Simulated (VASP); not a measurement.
Write the native input for VASP 6.6.1 that does the following.

* Task: molecular dynamics
* Functional: PBE
* Dispersion: D3(BJ)
* Potentials or basis: VASP PAW PBE potentials, release 64 (O, C)
* Cutoff: 520 eV
* k mesh: 1 × 1 × 1
* Occupations: fermi-dirac, width 0.02 eV
* Spin: no spin polarisation
* Dipole correction: no
* Further INCAR settings: ALGO = Normal; EDIFF = 1e-05; ISYM = 0; IBRION = 0; POTIM = 1.0; NSW = 40

The structure of CO lies in POSCAR:

```
CO
1.0
    7.6766930000      0.0000000000      0.0000000000
    0.0000000000      7.6766930000      0.0000000000
    0.0000000000      0.0000000000      7.6766930000
O C
6 6
Direct
    0.5050150500      0.3701531500      0.2333501800
    0.5031816600      0.7318590500      0.3462344000
    0.8794263200      0.8335805200      0.5967805300
    0.2198305500      0.4585160600      0.6644077000
    0.7671005800      0.2352782000      0.7993900700
    0.1924284600      0.9579037400      0.8009746800
    0.4937063500      0.2271205900      0.2164341200
    0.3773528100      0.7925394000      0.3045545400
    0.7876765700      0.8493993600      0.4797105300
    0.1871352500      0.3455539300      0.5803135800
    0.6898954200      0.3001326000      0.7022970900
    0.2201497200      0.9348575300      0.9458728900
```

One way to write it, as run:

INCAR

```
SYSTEM = CO
PREC     = Accurate       ! precision mode
ENCUT    = 520            ! plane-wave cutoff, eV
EDIFF    = 1E-5           ! SCF threshold, eV
ISMEAR   = -1             ! smearing method
SIGMA    = 0.02           ! smearing width, eV
LREAL    = .FALSE.        ! projectors in reciprocal space
LASPH    = .TRUE.         ! aspherical terms in the spheres
NELM     = 60             ! most SCF steps
ALGO     = Normal         ! electronic algorithm
ISIF     = 2              ! what is computed and relaxed
LWAVE    = .FALSE.        ! write WAVECAR
LCHARG   = .FALSE.        ! write CHGCAR
GGA      = PE             ! functional
IVDW     = 12             ! dispersion correction
IBRION   = 0              ! ionic algorithm
NSW      = 40             ! ionic steps
POTIM    = 1.0            ! step
TEBEG    = 1500.0       
TEEND    = 1500.0       
ISYM     = 0            
NELMIN   = 4            
RANDOM_SEED= 933 0 0      
MDALGO   = 3            
LANGEVIN_GAMMA= 10 10
```

KPOINTS

```
Automatic mesh
0
G
  1 1 1
  0 0 0
```

Potentials or basis: VASP PAW PBE potentials, release 64 (O, C).

Launch:

```sh
$ cat potpaw_PBE.64/O/POTCAR potpaw_PBE.64/C/POTCAR > POTCAR
$ mpirun -np 1 vasp_gam > vasp.out
```

Results of the run:

- Dispersion energy per atom: -0.034 eV

Caveat: the k points lie up to 0.82 Å⁻¹ apart.

It took 13 min on 1 thread of AMD EPYC 7R13, on a shared host, peak memory 0.5 GiB.
